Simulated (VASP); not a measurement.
# C (Pm-3m) in VASP: further runs

C is run at these levels: revPBE; tasks: single point.

Everything below comes from runs of VASP 6.6.1. Logs are shortened: lines on timing, memory, paths and dates and some standing lists are left out, and cuts for length are marked.

**1. The cell of the first run**

Symmetry: Pm-3m, No. 221, cubic system. Conventional cell: a = 1.775 Å, b = 1.775 Å, c = 1.775 Å, α = 90.00°, β = 90.00°, γ = 90.00°. C (site symmetry m-3m) has 6 C at 1.78 Å within 2.4 Å.

**2. Single point, revPBE**

Input file INCAR:

```
SYSTEM = C
ALGO = Normal ; EDIFF = 1E-6
ENCUT = 600 ; GGA = RE
GGA_COMPAT = .False. ; ISIF = 2
ISMEAR = -1 ; LASPH = .True.
LCHARG = .True. ; LELF = .True.
LREAL = .False. ; LVHAR = .True.
LWAVE = .False. ; NBANDS = 8
NELM = 120 ; PREC = Accurate
SIGMA = 0.1
```

Input file KPOINTS:

```
k-points
0
Gamma
  16 16 16
  0 0 0
```

Input file POSCAR:

```
C
1.0
    1.7754917654      0.0000000000      0.0000000000
    0.0000000000      1.7754917654      0.0000000000
    0.0000000000      0.0000000000      1.7754917654
C
1
Direct
    0.0000000000      0.0000000000      0.0000000000
```

Potentials or basis: VASP PAW PBE potentials, release 64 (C).

Started as:

```
$ cat potpaw_PBE.64/C/POTCAR > POTCAR
$ mpirun -np 1 vasp_std > vasp.out
```

OUTCAR:

```text
SYSTEM = C
   EDIFF = 1E-6
   ENCUT = 600
   GGA = RE
   ISIF = 2
   ISMEAR = -1
   LASPH = .True.
   LREAL = .False.
   NELM = 120
   PREC = Accurate

 ion  position               nearest neighbor table
   1  0.000  0.000  0.000-

  LATTYP: Found a simple cubic cell.
 ALAT       =     1.7754917654

  Lattice vectors:

 A1 = (   1.7754917654,   0.0000000000,   0.0000000000)
 A2 = (   0.0000000000,   1.7754917654,   0.0000000000)
 A3 = (   0.0000000000,   0.0000000000,   1.7754917654)

Analysis of symmetry for initial positions (statically):
=====================================================================
 Subroutine PRICEL returns:
 Original cell was already a primitive cell.

 Routine SETGRP: Setting up the symmetry group for a
 simple cubic supercell.

 Subroutine GETGRP returns: Found 48 space group operations
 (whereof 48 operations were pure point group operations)
 out of a pool of 48 trial point group operations.

The static configuration has the point symmetry O_h .

Analysis of symmetry for dynamics (positions and initial velocities):
=====================================================================
 Subroutine PRICEL returns:
 Original cell was already a primitive cell.

 Routine SETGRP: Setting up the symmetry group for a
 simple cubic supercell.

 Subroutine GETGRP returns: Found 48 space group operations
 (whereof 48 operations were pure point group operations)
 out of a pool of 48 trial point group operations.

The dynamic configuration has the point symmetry O_h .

 Subroutine INISYM returns: Found 48 space group operations
 (whereof 48 operations are pure point group operations),
 and found     1 'primitive' translations

----------------------------------------------------------------------------------------

                                     Primitive cell

  volume of cell :       5.5970

  direct lattice vectors                    reciprocal lattice vectors
     1.775491765  0.000000000  0.000000000     0.563224240  0.000000000  0.000000000
     0.000000000  1.775491765  0.000000000     0.000000000  0.563224240  0.000000000
     0.000000000  0.000000000  1.775491765     0.000000000  0.000000000  0.563224240

  length of vectors
     1.775491765  1.775491765  1.775491765     0.563224240  0.563224240  0.563224240

  position of ions in fractional coordinates (direct lattice)
     0.000000000  0.000000000  0.000000000

  ion indices of the primitive-cell ions
   primitive index   ion index
                 1           1

----------------------------------------------------------------------------------------

 KPOINTS: k-points

Automatic generation of k-mesh.
 Grid dimensions read from file:
 generate k-points for:   16   16   16

 Generating k-lattice:

  Cartesian coordinates                     Fractional coordinates (reciprocal lattice)
     0.035201515  0.000000000  0.000000000     0.062500000  0.000000000  0.000000000
     0.000000000  0.035201515  0.000000000     0.000000000  0.062500000  0.000000000
     0.000000000  0.000000000  0.035201515     0.000000000  0.000000000  0.062500000

  Length of vectors
     0.035201515  0.035201515  0.035201515

  Shift w.r.t. Gamma in fractional coordinates (k-lattice)
     0.000000000  0.000000000  0.000000000

 Subroutine IBZKPT returns following result:
 ===========================================

 Found    165 irreducible k-points:

 Following reciprocal coordinates:
            Coordinates               Weight
  0.000000  0.000000  0.000000      1.000000
  0.062500  0.000000  0.000000      6.000000
  0.125000  0.000000  0.000000      6.000000
  0.187500  0.000000  0.000000      6.000000
  0.250000  0.000000  0.000000      6.000000
  0.312500  0.000000  0.000000      6.000000
[... 16 lines left out ...]
  0.437500  0.125000  0.000000     24.000000
  0.500000  0.125000  0.000000     12.000000
 [... further k-points ...]
   k-points           NKPTS =    165   k-points in BZ     NKDIM =    165   number of bands    NBANDS=      8
   number of dos      NEDOS =    301   number of ions     NIONS =      1
   total plane-waves  NPLWV =   2744
   dimension x,y,z NGX =    14 NGY =   14 NGZ =   14
   dimension x,y,z NGXF=    28 NGYF=   28 NGZF=   28
   ions per type =               1
   NGX,Y,Z   is equivalent  to a cutoff of  13.11, 13.11, 13.11 a.u.
   NGXF,Y,Z  is equivalent  to a cutoff of  26.22, 26.22, 26.22 a.u.
 SYSTEM =  C
   PREC   = accura    normal or accurate (medium, high low for compatibility)
   ISTART =      0    job   : 0-new  1-cont  2-samecut
   ICHARG =      2    charge: 1-file 2-atom 10-const
   ISPIN  =      1    spin polarized calculation?
   LNONCOLLINEAR =      F non collinear calculations
   LSORBIT =      F    spin-orbit coupling
   LASPH  =      T    aspherical Exc in radial PAW
   ENCUT  =  600.0 eV  44.10 Ry    6.64 a.u.   3.55  3.55  3.55*2*pi/ulx,y,z
   NELM   =    120;   NELMIN=  2; NELMDL= -5     # of ELM steps
   EDIFF  = 0.1E-05   stopping-criterion for ELM
   LREAL  =      F    real-space projection
   EDIFFG = 0.1E-04   stopping-criterion for IOM
   NSW    =      0    number of steps for IOM
   IBRION =     -1    ionic relax: 0-MD 1-quasi-New 2-CG
   NFREE  =      0    steps in history (QN), initial steepest desc. (CG)
   ISIF   =      2    stress and relaxation
   ISYM   =      2    0-nonsym 1-usesym 2-fastsym
   POTIM  = 0.5000    time-step for ionic-motion
   TEBEG  =    0.0;   TEEND  =   0.0 temperature during run
   PSTRESS=    0.0 pullay stress
   NELECT =       4.0000    total number of electrons
   NUPDOWN=      -1.0000    fix difference up-down
   EMIN   =  10.00;   EMAX   =-10.00  energy-range for DOS
   EFERMI =   0.00;   METHOD = LEGACY
   ISMEAR =    -1;   SIGMA  =   0.10  broadening in eV -4-tet -1-fermi 0-gaus
   EFERMI_NEDOS =   21; number of points for ismear=-14 and -15
   IALGO  =     38    algorithm
   IMIX   =      4    mixing-type and parameters
     AMIX     =   0.40;   BMIX     =  1.00
     AMIX_MAG =   1.60;   BMIX_MAG =  1.00
  volume/ion in A,a.u.               =       5.60        37.77
  Fermi-wavevector in a.u.,A,eV,Ry     =   1.463669  2.765933 29.148122  2.142327
  Thomas-Fermi vector in A             =   2.579736
   LORBIT       =      0    0 simple, 1 ext, 2 COOP (PROOUT), +10 PAW based schemes
   GGA     = RE    functional components
   LHFCALC =     F    Hartree Fock is set to
   AEXX    =    0.0000 exact exchange contribution
   IVDW    =     0    specifies the selected vdW correction
   LEPSILON=     F    determine dielectric tensor
   LRPA    =     F    only Hartree local field effects (RPA)
 non-spin polarized calculation
  energy-cutoff  :      600.00
  volume of cell :        5.60
 maximum number of plane-waves:       196
   NGX =  7   NGY =  7   NGZ =  7

 number of electron       4.0000000 magnetization

 Free energy of the ion-electron system (eV)
  ---------------------------------------------------
  ext. energy  EPLUGINS =         0.00000000
  ---------------------------------------------------
  free energy    TOTEN  =        -6.07195752 eV

  energy without entropy =       -6.06281873  energy(sigma->0) =       -6.06738813

 E-fermi :  10.9337     XC(G=0): -13.7929

 val. band max:       10.8895526164   @ k =   0.4375   0.3750   0.3750
 cond. band min:      11.0153050217   @ k =   0.2500   0.1875   0.1250
 fundamental gap:      0.1257524054
 Fermi energy:        10.9336702671

 k-point     1 :       0.0000    0.0000    0.0000
  band No.  band energies     occupation
      1     -11.2441      2.00000
      2      20.2404      0.00000
      3      20.2404      0.00000
      4      20.2404      0.00000
      5      36.2759      0.00000
      6      36.2759      0.00000
      7      41.9213      0.00000
      8      66.7967      0.00000

 k-point     2 :       0.0625    0.0000    0.0000
  band No.  band energies     occupation
      1     -11.0910      2.00000
      2      19.1160      0.00000
      3      20.3433      0.00000
      4      20.3433      0.00000
      5      36.4475      0.00000
      6      37.4912      0.00000
      7      41.9236      0.00000
      8      65.8303      0.00000

 k-point     3 :       0.1250    0.0000    0.0000
  band No.  band energies     occupation
      1     -10.6320      2.00000
      2      16.4697      0.00000
      3      20.6438      0.00000
      4      20.6438      0.00000
      5      36.9592      0.00000
      6      40.1410      0.00000
      7      42.1472      0.00000
      8      63.3436      0.00000

 k-point     4 :       0.1875    0.0000    0.0000
  band No.  band energies     occupation
      1      -9.8679      2.00000
      2      13.2630      0.00000
      3      21.1162      0.00000
      4      21.1162      0.00000
      5      37.8023      0.00000
      6      41.2006      0.00000
      7      44.4872      0.00000
      8      60.2099      0.00000

 k-point     5 :       0.2500    0.0000    0.0000
  band No.  band energies     occupation
      1      -8.8010      2.00000
      2       9.9616      1.99988
      3      21.7137      0.00000
      4      21.7137      0.00000
      5      38.9559      0.00000
      6      41.1190      0.00000
      7      47.7203      0.00000
      8      57.0796      0.00000
[... 177 lines left out ...]
 k-point    22 :       0.3750    0.1250    0.0000
  band No.  band energies     occupation
      1      -5.1847      2.00000
      2       4.2513      2.00000
      3      20.2150      0.00000
      4      23.3197      0.00000
      5      37.2753      0.00000
      6      44.2861      0.00000
      7      50.7666      0.00000
      8      52.4157      0.00000

 k-point    23 :       0.4375    0.1250    0.0000
  band No.  band energies     occupation
      1      -3.2505      2.00000
      2       1.5199      2.00000
      3      20.8142      0.00000
      4      23.7425      0.00000
      5      36.3597      0.00000
      6      45.7961      0.00000
      7      49.2463      0.00000
      8      51.4422      0.00000

 k-point    24 :       0.5000    0.1250    0.0000
  band No.  band energies     occupation
      1      -1.3402      2.00000
      2      -0.6589      2.00000
      3      21.0428      0.00000
      4      23.8974      0.00000
      5      36.0147      0.00000
      6      46.9195      0.00000
      7      48.1141      0.00000
      8      50.9748      0.00000

 [... further k-points ...]

------------------------ aborting loop because EDIFF is reached ----------------------------------------

  FORCE on cell =-STRESS in cart. coord.  units (eV):
  Direction    XX          YY          ZZ          XY          YZ          ZX
  --------------------------------------------------------------------------------------
  -------------------------------------------------------------------------------------
  Total       -0.0121362     -0.0121362     -0.0121362      0.0000000      0.0000000      0.0000000
  in kB       -3.4740639     -3.4740639     -3.4740639      0.0000000      0.0000000      0.0000000
  external PRESSURE =      -3.4740639 kB  Pullay stress =       0.0000000 kB

 VOLUME and BASIS-vectors are now :
 -----------------------------------------------------------------------------
  energy-cutoff  :      600.00
  volume of cell :        5.60
      direct lattice vectors                 reciprocal lattice vectors
     1.775491765  0.000000000  0.000000000     0.563224240  0.000000000  0.000000000
     0.000000000  1.775491765  0.000000000     0.000000000  0.563224240  0.000000000
     0.000000000  0.000000000  1.775491765     0.000000000  0.000000000  0.563224240

 POSITION                                       TOTAL-FORCE (eV/Angst)
 -----------------------------------------------------------------------------------
      0.00000      0.00000      0.00000         0.000000      0.000000      0.000000
 -----------------------------------------------------------------------------------
    total drift:                               -0.000000      0.000000     -0.000000

  FREE ENERGIE OF THE ION-ELECTRON SYSTEM (eV)
  ---------------------------------------------------
  free  energy   TOTEN  =        -6.0719575180 eV

  energy  without entropy=       -6.0628187344  energy(sigma->0) =       -6.06738813
```

It took 3.7 s on 1 thread of Intel Xeon Platinum 8259CL at 2.50GHz (Skylake/Cascade Lake), shared host; peak memory 0.11 GiB.

Results:

- Free energy: -6.0720 eV
- Pressure: -0.3 GPa
- Band gap on the k mesh: zero (bands 2 and 3 overlap by 12.23 eV)

Caveat: the PAW data sets were made with another functional, which shifts forces and pressure a little.

**3. Single point, revPBE (4.93 Å³/atom)**

This run uses another cell than the first one, of 4.93 Å³/atom.

Input file INCAR:

```
PREC = Accurate ; ENCUT = 600
EDIFF = 1E-6 ; ISMEAR = -1
SIGMA = 0.1 ; LREAL = F
LASPH = T ; NELM = 120
ALGO = Normal ; ISIF = 2
LWAVE = F ; LCHARG = F
GGA = RE ; NBANDS = 8
GGA_COMPAT = F
```

Input file KPOINTS:

```
regular mesh
0
Gamma
  20 20 20
```

Input file POSCAR:

```
C
1.0
    1.7014253001      0.0000000000      0.0000000000
    0.0000000000      1.7014253001      0.0000000000
    0.0000000000      0.0000000000      1.7014253001
C
1
Direct
    0.0000000000      0.0000000000      0.0000000000
```

Potentials or basis: VASP PAW PBE potentials, release 64 (C).

Started as:

```
$ cat potpaw_PBE.64/C/POTCAR > POTCAR
$ mpirun -np 1 vasp_std > vasp.out
```

Wall time 5.4 s (1 thread of Intel Xeon Platinum 8259CL at 2.50GHz (Skylake/Cascade Lake), shared host); peak memory 0.11 GiB.

It converged, with:

* Free energy: -5.9606 eV
* Pressure: 55.9 GPa
* Band gap on the k mesh: zero (bands 2 and 3 overlap by 12.55 eV)

Levels at points of the mesh, in eV from the Fermi level:
| k point | band 1 | band 2 | band 3 | band 4 | band 5 | band 6 |
| --- | --- | --- | --- | --- | --- | --- |
| (0.00, 0.00, 0.00) | -24.22 | 10.36 | 10.36 | 10.36 | 26.64 | 26.64 |
| (0.50, 0.00, 0.00) | -13.91 | -13.54 | 14.23 | 14.23 | 31.97 | 35.24 |
| (0.50, 0.50, 0.00) | -6.97 | -6.97 | -2.19 | 7.70 | 17.37 | 44.88 |
| (0.50, 0.50, 0.50) | -1.21 | -1.21 | -1.21 | 11.22 | 17.82 | 17.82 |

Caveat: the cell stands under pressure; the PAW data sets were made with another functional, which shifts forces and pressure a little.
